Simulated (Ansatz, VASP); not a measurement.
# One calculation of Ir, two programs

```xyz
1
Lattice="-1.5304 1.5304 1.5304 1.5304 -1.5304 1.5304 1.5304 1.5304 -1.5304" Properties=species:S:1:pos:R:3 pbc="T T T"
Ir    0.0000    0.0000    0.0000
```

Alike in both runs: task single point; functional LDA; k mesh 16 × 16 × 16; occupations fermi-dirac, width 0.1 eV; no spin polarisation.

```csv
,VASP,Ansatz
version,VASP 6.6.1,Ansatz 0.2.0
potentials or method,"VASP PAW LDA potentials, release 64 (Ir_sv_GW), cutoff 560 eV","plane waves (420 eV) with PAW, scalar-relativistic"
valence electrons in the cell,17,17
```

```csv
,VASP,Ansatz,Ansatz less VASP
pressure (GPa),-0.4,0.1,+0.50
```

Ansatz warns that its potentials were made for another functional, while VASP's fit it. LDA's correlation is that of Perdew and Zunger in VASP and of Perdew and Wang (1992) in Ansatz.

Spin-orbit coupling is off throughout.
